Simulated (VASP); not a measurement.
**Sb2Au: single point with LDA**

The system is Sb2Au.

```
Sb Au
1.0
     0.00000    3.33906    3.33906
     3.33906    0.00000    3.33906
     3.33906    3.33906    0.00000
Sb Au
2 1
Direct
  0.25000 0.25000 0.25000
  0.75000 0.75000 0.75000
  0.00000 0.00000 0.00000
```

This cell differs from its parent crystal: volume scaled by 1.01.

```yaml
Program: VASP 6.6.1
Task: single point
Functional: LDA
Potentials_or_basis: VASP PAW LDA potentials, release 64 (Sb, Au)
Cutoff: 520 eV
k_mesh: 9 × 9 × 9
Occupations: fermi-dirac, width 0.08 eV
Spin: no spin polarisation
```

| Quantity | Value |
| --- | --- |
| Pressure | 2.1 GPa |

Levels at points of the mesh, in eV from the Fermi level:
| k point | band 7 | band 8 | band 9 | band 10 | band 11 | band 12 | band 13 | band 14 |
| --- | --- | --- | --- | --- | --- | --- | --- | --- |
| (0.00, 0.00, 0.00) | -5.26 | -0.23 | -0.23 | -0.23 | 0.60 | 0.60 | 0.60 | 1.52 |

It took 16 s on 1 thread of Intel(R) Xeon(R) 6975P-C (Granite Rapids), with other jobs on the host, peak memory 0.19 GiB.

Caveat: spin-orbit coupling is left out, which moves the levels of the heavy elements.
